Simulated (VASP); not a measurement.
## Si2Mo: single point with PBE

Si2Mo:

```xyz
3
Lattice="-1.6888 1.6888 4.0349 1.6888 -1.6888 4.0349 1.6888 1.6888 -4.0349" Properties=species:S:1:pos:R:3 pbc="T T T"
Si    0.0000    0.0000    2.7042
Si    0.0000    0.0000    5.3656
Mo    0.0000    0.0000    0.0000
```

This cell differs from its parent crystal: strain +0.050 along x and y, +0.025 along z.

- Program: VASP 6.6.1
- Task: single point
- Functional: PBE
- Potentials or basis: VASP PAW PBE potentials, release 64 (Si, Mo_sv)
- Cutoff: 520 eV
- k mesh: 20 × 20 × 20
- Occupations: gaussian, width 0.15 eV
- Spin: no spin polarisation

```
Pressure               : -18.8 GPa
Largest force          : 0.207 eV/Å
Band gap on the k mesh : zero (bands 11 and 12 overlap by 0.77 eV)
```

Forces on the atoms (eV/Å):
```
Si   0.000  0.000  0.207
Si   0.000  0.000 -0.207
Mo   0.000  0.000  0.000
```

Stress tensor (GPa, compression positive):
```
-20.19   0.00   0.00
  0.00 -20.19   0.00
  0.00   0.00 -15.95
```

Levels at points of the mesh, in eV from the Fermi level:
```tsv
k point	band 8	band 9	band 10	band 11	band 12	band 13	band 14	band 15
(0.00, 0.00, 0.00)	-2.38	-2.30	-2.30	0.26	2.33	3.05	3.05	3.61
(0.50, 0.00, 0.00)	-3.98	-2.25	-2.05	-0.36	1.79	2.79	3.20	3.98
(0.50, 0.50, 0.00)	-5.02	-3.93	-2.36	-1.13	1.82	2.22	2.91	3.15
(0.50, 0.50, 0.50)	-1.85	-0.57	-0.57	-0.41	-0.41	0.37	3.83	4.61
```

Wall time 4.6 min on 1 thread of Intel(R) Xeon(R) 6975P-C (Granite Rapids), with other jobs on the host, peak memory 0.59 GiB.

Caveat: the cell differs from its parent crystal (strain +0.050 along x and y, +0.025 along z); the cell stands under tension.
